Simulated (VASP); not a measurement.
Set up this calculation in VASP 6.6.1, as the native input.

* Task: single point
* Functional: PBE
* Potentials or basis: VASP PAW PBE potentials, release 64 (Ge_d)
* Cutoff: 520 eV
* k mesh: 8 × 8 × 8
* Occupations: fermi-dirac, width 0.05 eV
* Spin: no spin polarisation
* Dipole correction: no
* Further INCAR settings: ALGO = Normal; EDIFF = 1e-06; NBANDS = 21

The structure of Ge lies in POSCAR:

```
Ge
1.0
    4.0904100000      0.0000000000      0.0000000000
   -2.0452000000      3.5424000000      0.0000000000
    0.0000000000      0.0000000000      3.3265800000
Ge
2
Direct
    0.6666700000      0.3333300000      0.1408600000
    0.3333300000      0.6666700000      0.8591400000
```

These files were run (other wordings do the same):

INCAR

```
ALGO = Normal
EDIFF = 1E-6
ENCUT = 520
GGA = PE
ISIF = 2
ISMEAR = -1
LASPH = True
LCHARG = True
LELF = True
LREAL = False
LVHAR = True
LWAVE = False
NBANDS = 21
NELM = 60
PREC = Accurate
SIGMA = 0.05
```

KPOINTS

```
k-points
0
Gamma
  8 8 8
```

Potentials or basis: VASP PAW PBE potentials, release 64 (Ge_d).

Run with:

```sh
$ cat potpaw_PBE.64/Ge_d/POTCAR > POTCAR
$ mpirun -np 1 vasp_std > vasp.out
```

Results of the run:

The pressure is -1.6 GPa. The largest force is 0.003 eV/Å. The band gap on the k mesh is zero (band 14 reaches 6.69 eV, above the bottom of band 15 at 1.87 eV).

It took 49 s on 1 thread of Intel(R) Xeon(R) 6975P-C (Granite Rapids), with other jobs on the host, peak memory 0.24 GiB.
